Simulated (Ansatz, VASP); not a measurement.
CdS in VASP and in Ansatz

File POSCAR:

```
CdS
1.0
    3.7213192831      0.0000000000      0.0000000000
   -1.8606596415      3.2227570347      0.0000000000
    0.0000000000      0.0000000000      6.7490000000
Cd S
2 2
Direct
    0.3333333333      0.6666666667      0.0000000000
    0.6666666667      0.3333333333      0.5000000000
    0.3333333333      0.6666666667      0.3850000000
    0.6666666667      0.3333333333      0.8850000000
```

The input INCAR.step1:

```
SYSTEM = CdS
  PREC = Accurate
  ENCUT = 520
  ISMEAR = 0
  SIGMA = 0.05
  LREAL = .FALSE.
  LASPH = .TRUE.
  NELM = 100
  NBANDS = 26
  GGA = PE
  ALGO = Normal
  EDIFF = 1E-4
  LWAVE = .TRUE.
  LCHARG = .FALSE.
```

File INCAR.step2:

```
SYSTEM = CdS
  PREC = Accurate
  ENCUT = 520
  EDIFF = 1E-7
  ISMEAR = 0
  SIGMA = 0.05
  LREAL = .FALSE.
  LASPH = .TRUE.
  NELM = 100
  ALGO = Normal
  ISIF = 2
  LWAVE = .FALSE.
  LCHARG = .FALSE.
  METAGGA = R2SCAN
  LMIXTAU = .TRUE.
  NBANDS = 26
  ISTART = 1
```

File KPOINTS:

```
regular mesh
0
G
  12 12 4
  0 0 0
```

Input for Ansatz:

```yaml
crystal:
  lattice:
    - [3.7213192831, 0.0, 0.0]
    - [-1.8606596415, 3.2227570347, 0.0]
    - [0.0, 0.0, 6.749]
  atoms:
    - { symbol: Cd, position: [0.3333333333, 0.6666666667, 0.0] }
    - { symbol: Cd, position: [0.6666666667, 0.3333333333, 0.5] }
    - { symbol: S, position: [0.3333333333, 0.6666666667, 0.385] }
    - { symbol: S, position: [0.6666666667, 0.3333333333, 0.885] }
basis:
  ecutwfc: 500
kpoints:
  mp_grid: { grid: [12, 12, 4] }
hamiltonian:
  xc: r2scan
scf:
  occupations: { method: gaussian, width: 0.05 }
output:
  forces: true
  stress: true
  eigenvalues: true
```

Change from the starting cell: strain -0.1000 x Voigt [1, 1, 0, 0, 0, 0], atoms carried along.

Alike in both runs: task single point; functional r2SCAN; k mesh 12 × 12 × 4; occupations gaussian, width 0.05 eV; no spin polarisation.

```csv
,VASP,Ansatz
version,VASP 6.6.1,Ansatz 0.2.0
potentials or method,"VASP PAW PBE potentials, release 64 (Cd, S), cutoff 520 eV","scalar-relativistic, plane waves, PAW"
valence electrons in the cell,36,52
```

|  | VASP | Ansatz | Ansatz less VASP |
| --- | --- | --- | --- |
| gap on the k mesh at the Fermi level (eV) | 1.73 | 1.72 | -0.012 |
| least direct gap on the mesh (eV) | 1.73 | 1.72 | -0.012 |
| pressure (GPa) | 27.1 | 26.2 | -0.90 |
| traceless stress, the component that is largest in VASP (GPa) | -17.97 | -17.61 | +0.362 |
| rms of the force components (eV/Å) | 1.215 | 1.185 | -0.0305 |

VASP's potentials were made for PBE, not for r2SCAN. Atom by atom the forces differ by 0.030 eV/Å (rms over components). With one functional, cell and mesh, what is left measures potentials, basis and numerics. VASP's potentials hold 36 valence electrons a cell and Ansatz's 52, so a difference there can come from the potentials and not from the codes.
